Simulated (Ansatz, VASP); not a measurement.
## BiTe: VASP beside Ansatz

The input INCAR:

```
  PREC = Accurate
  ENCUT = 520
  EDIFF = 1E-6
  ISMEAR = 0
  SIGMA = 0.15
  LREAL = F
  LASPH = T
  NELM = 100
  ALGO = Normal
  ISIF = 2
  LWAVE = F
  LCHARG = T
  GGA = PS
  LELF = T
  LVHAR = T
  NBANDS = 18
```

File KPOINTS:

```
regular mesh
0
Gamma
  14 14 14
```

POSCAR

```
BiTe
1.0
    0.0000000000      3.2350000000      3.2350000000
    3.2350000000      0.0000000000      3.2350000000
    3.2350000000      3.2350000000      0.0000000000
Bi Te
1 1
Direct
   -0.0270479134     -0.0270479134      0.0270479134
    0.5000000000      0.5000000000      0.5000000000
```

Input for Ansatz:

```yaml
crystal:
  lattice:
    - [0.0, 3.235, 3.235]
    - [3.235, 0.0, 3.235]
    - [3.235, 3.235, 0.0]
  atoms:
    - { symbol: Bi, position: [-0.0270479134, -0.0270479134, 0.0270479134] }
    - { symbol: Te, position: [0.5, 0.5, 0.5] }
basis:
  ecutwfc: 420
kpoints:
  mp_grid: { grid: [14, 14, 14] }
hamiltonian:
  xc: pbesol
scf:
  occupations: { method: gaussian, width: 0.15 }
output:
  forces: true
  stress: true
  eigenvalues: true
```

Change from the starting cell: all Bi atoms moved +0.175 Å, as atom 1 towards its neighbour atom 2 (Te) at 3.235 Å.

Alike in both runs: task single point; functional PBEsol; k mesh 14 × 14 × 14; occupations gaussian, width 0.15 eV; no spin polarisation.

|  | VASP | Ansatz |
| --- | --- | --- |
| version | VASP 6.6.1 | Ansatz 0.2.0 |
| potentials or method | VASP PAW PBE potentials, release 64 (Bi_d, Te), cutoff 520 eV | scalar-relativistic, plane waves, PAW |
| valence electrons in the cell | 21 | 31 |

```csv
,VASP,Ansatz,Ansatz less VASP
gap on the k mesh at the Fermi level (eV),none,none,-
pressure (GPa),-1.2,-1.2,+0.02
"traceless stress, the component that is largest in VASP (GPa)",0.49,0.49,-0.008
rms of the force components (eV/Å),0.250,0.247,-0.0024
```

VASP's potentials were made for PBE, not for PBEsol. Atom by atom the forces differ by 0.002 eV/Å (rms over components). A gap of «none» marks a metal or a gap that the smearing closes. VASP's potentials hold 21 valence electrons a cell and Ansatz's 31, so a difference there can come from the potentials and not from the codes.

Neither program's run includes spin-orbit coupling.
